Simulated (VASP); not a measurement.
Write the native input for VASP 6.6.1 that does the following.

```yaml
Task: single point
Functional: PBE
Potentials_or_basis: VASP PAW PBE potentials, release 64 (Ba_sv, Ti_sv, O)
Cutoff: 520 eV
k_mesh: 6 × 6 × 6
Occupations: gaussian, width 0.01 eV
Spin: no spin polarisation
Dipole_correction: no
Further_INCAR_settings: ALGO = Normal; EDIFF = 1e-06; NBANDS = 28
```

The structure of BaTiO3 lies in POSCAR:

```
BaTiO3
1.0
    4.1537875817      0.0000000000      0.0000000000
    0.0000000000      4.1537875817      0.0000000000
    0.0000000000      0.0000000000      4.1726882602
Ba Ti O
1 1 3
Direct
    0.0000000000      0.0000000000      0.0000000000
    0.5000000000      0.5000000000      0.4900000000
    0.5000000000      0.5000000000      0.0190000000
    0.5000000000      0.0000000000      0.5170000000
    0.0000000000      0.5000000000      0.5170000000
```

The input as run:

INCAR

```
PREC = Accurate
ENCUT = 520
EDIFF = 1E-6
ISMEAR = 0
SIGMA = 0.01
LREAL = F
LASPH = T
NELM = 60
ALGO = Normal
ISIF = 2
LWAVE = F
LCHARG = F
GGA = PE
NBANDS = 28
```

KPOINTS

```
regular mesh
0
Gamma
  6 6 6
```

Potentials or basis: VASP PAW PBE potentials, release 64 (Ba_sv, Ti_sv, O).

Launch:

```sh
$ cat potpaw_PBE.64/Ba_sv/POTCAR potpaw_PBE.64/Ti_sv/POTCAR potpaw_PBE.64/O/POTCAR > POTCAR
$ mpirun -np 1 vasp_std > vasp.out
```

Results of the run:

```yaml
Pressure: -11.6 GPa
Largest_force: 0.884 eV/Å
Band_gap_on_the_k_mesh: 1.54 eV, indirect (least direct gap 1.89 eV)
```

Caveat: spin-orbit coupling is left out, which moves the levels of the heavy elements.

Run time: 28 s on 1 thread of Intel(R) Xeon(R) 6975P-C (Granite Rapids), with other jobs on the host, peak memory 0.22 GiB.
